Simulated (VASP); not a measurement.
Hg: relaxation of cell and atoms with PBE

The system is Hg.

```
Hg
1.0
     3.58662    0.00000   -0.00368
     0.00000    5.63804    0.00000
    -1.78943    0.00000    3.12386
Hg
2
Direct
  0.66366 0.25000 0.82745
  0.33634 0.75000 0.17255
```

- Program: VASP 6.6.1
- Task: relaxation of cell and atoms
- Functional: PBE
- Potentials or basis: VASP PAW PBE potentials, release 64 (Hg)
- Cutoff: 600 eV
- k mesh: 10 × 6 × 10
- Occupations: gaussian, width 0.02 eV
- Spin: no spin polarisation
- Dipole correction: no
- Further INCAR settings: ALGO = Normal; EDIFF = 1e-07; IBRION = 2; EDIFFG = -0.02; NSW = 90; ISIF = 3

```json
{
  "Pressure after relaxing": "0.0 GPa",
  "Largest force after relaxing": "0.004 eV/Å",
  "Band gap on the k mesh": "0.39 eV, indirect (least direct gap 1.39 eV)"
}
```

Forces in eV/Å, atoms in the order of the input:
```
Hg   0.000  0.000  0.004
Hg   0.000  0.000 -0.004
```

Final structure:
```
Hg
1.0
     3.58662    0.00000   -0.00368
     0.00000    5.63804    0.00000
    -1.78943    0.00000    3.12386
Hg
2
Direct
  0.66366 0.25000 0.82745
  0.33634 0.75000 0.17255
```

Levels at points of the mesh, in eV from the valence-band top:
```
           k point  band 8  band 9  band 10  band 11  band 12  band 13  band 14  band 15  band 16
(0.00, 0.00, 0.00)   -5.39   -5.35    -4.95    -4.93    -1.02     0.39    10.40    10.58    12.44
(0.50, 0.00, 0.00)   -4.95   -4.89    -4.86    -1.95    -1.16     2.67     3.73     4.42     6.56
(0.00, 0.50, 0.00)   -5.07   -5.06    -5.06    -4.71    -4.71     6.65     6.65    11.41    11.42
(0.50, 0.50, 0.00)   -4.93   -4.91    -4.91    -0.94    -0.94     0.93     0.93     8.26     8.26
(0.00, 0.00, 0.50)   -4.96   -4.89    -4.87    -1.96    -1.26     2.72     3.69     4.50     6.65
(0.50, 0.00, 0.50)   -4.95   -4.89    -4.86    -1.95    -1.16     2.67     3.73     4.42     6.55
(0.00, 0.50, 0.50)   -4.92   -4.91    -4.91    -0.94    -0.94     0.86     0.86     8.35     8.35
(0.50, 0.50, 0.50)   -4.93   -4.91    -4.91    -0.94    -0.94     0.93     0.93     8.25     8.25
```

Wall time 2.2 min on 1 thread of AMD EPYC 7R43 64-Core Processor (Zen 3), with other jobs on the host, peak memory 0.32 GiB.

Caveat: the relaxation stopped at its first step, so nothing moved; spin-orbit coupling is left out, which moves the levels of the heavy elements. A k mesh can miss the band edges.
